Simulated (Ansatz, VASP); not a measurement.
One calculation of WSe2, two programs

```
CELL_PARAMETERS angstrom
-3.27115 0.00000 0.00000
-1.63558 -2.83290 0.00000
-2.45336 -1.41645 13.22067
ATOMIC_POSITIONS crystal
W 0.95833 0.95833 0.75000
W 0.54167 0.54167 0.25000
Se 0.27164 0.27164 0.12339
Se 0.35497 0.35497 0.62339
Se 0.14503 0.14503 0.37661
Se 0.22836 0.22836 0.87661
```

Alike in both runs: task single point; functional PBEsol; k mesh 9 × 9 × 2; occupations gaussian, width 0.05 eV; no spin polarisation.

|  | VASP | Ansatz |
| --- | --- | --- |
| version | VASP 6.6.1 | Ansatz 0.2.0 |
| potentials or method | VASP PAW PBE potentials, release 64 (W_sv, Se), cutoff 520 eV | scalar-relativistic, plane waves, PAW |
| valence electrons in the cell | 52 | 92 |

|  | VASP | Ansatz | Ansatz less VASP |
| --- | --- | --- | --- |
| gap on the k mesh at the Fermi level (eV) | 1.11 | 1.11 | +0.005 |
| least direct gap on the mesh (eV) | 1.63 | 1.63 | +0.003 |
| pressure (GPa) | 0.8 | 0.4 | -0.42 |
| traceless stress, the component that is largest in VASP (GPa) | 0.66 | 0.56 | -0.102 |
| rms of the force components (eV/Å) | 0.048 | 0.060 | +0.0115 |

VASP's potentials were made for PBE, not for PBEsol. Atom by atom the forces differ by 0.028 eV/Å (rms over components). VASP's potentials hold 52 valence electrons a cell and Ansatz's 92, so a difference there can come from the potentials and not from the codes.

Spin-orbit coupling is off throughout.
